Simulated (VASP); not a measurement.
Set up this calculation in VASP 6.6.1, as the native input.

```
Task                   : relaxation of cell and atoms
Functional             : PBE
Potentials or basis    : VASP PAW PBE potentials, release 64 (Ca_sv, O)
Cutoff                 : 600 eV
k mesh                 : 4 × 4 × 4
Occupations            : gaussian, width 0.1 eV
Spin                   : no spin polarisation
Dipole correction      : no
Further INCAR settings : ALGO = Normal; EDIFF = 1e-07; IBRION = 2; EDIFFG = -0.04; NSW = 90; ISIF = 3
```

The structure of Ca2O lies in POSCAR:

```
Ca2O
1.0
    5.3445822353      0.0000000000      0.0000000000
    0.0000000000      5.3445822353      0.0000000000
    0.0000000000      0.0000000000      5.4211702467
Ca O
4 2
Direct
    0.3333333333      0.3333333333      0.0000000000
    0.6666666667      0.6666666667      0.0000000000
    0.6666666667      0.3333333333      0.5000000000
    0.3333333333      0.6666666667      0.5000000000
    0.0000000000      0.0000000000      0.7500000000
    0.0000000000      0.0000000000      0.2500000000
```

The cell was generated, and may not be a known phase.

The input as run:

INCAR

```
SYSTEM = Ca2O
  PREC = Accurate
  ENCUT = 600
  EDIFF = 1E-7
  ISMEAR = 0
  SIGMA = 0.1
  LREAL = .FALSE.
  LASPH = .TRUE.
  NELM = 60
  ALGO = Normal
  ISIF = 3
  LWAVE = .FALSE.
  LCHARG = .FALSE.
  GGA = PE
  IBRION = 2
  NSW = 90
  EDIFFG = -0.04
```

KPOINTS

```
Automatic mesh
0
G
  4 4 4
  0 0 0
```

Potentials or basis: VASP PAW PBE potentials, release 64 (Ca_sv, O).

Launch:

```sh
$ cat potpaw_PBE.64/Ca_sv/POTCAR potpaw_PBE.64/O/POTCAR > POTCAR
$ mpirun -np 1 vasp_std > vasp.out
```

It gave:

```
Relaxed volume                        : 31.27 Å³/atom
Relaxed cell                          : a = 5.594 Å, b = 5.594 Å, c = 5.995 Å, α = 90.00°, β = 90.00°, γ = 90.00°
Space group after relaxing (to 0.1 Å) : P4_2/mcm (No. 132)
Energy gained by relaxing             : 2135.5 meV/atom
Ionic steps                           : 10
Pressure after relaxing               : 0.0 GPa
Largest force after relaxing          : 0.022 eV/Å
Band gap on the k mesh                : zero (bands 26 and 27 overlap by 0.80 eV)
```

Caveat: the volume moved by over 15 % at a fixed basis, so the end points are rough; semilocal functionals underestimate gaps, and a narrow one can read as zero.

Run time: 9.4 min on 1 thread of Intel(R) Xeon(R) 6975P-C (Granite Rapids), on a shared host, peak memory 0.38 GiB.
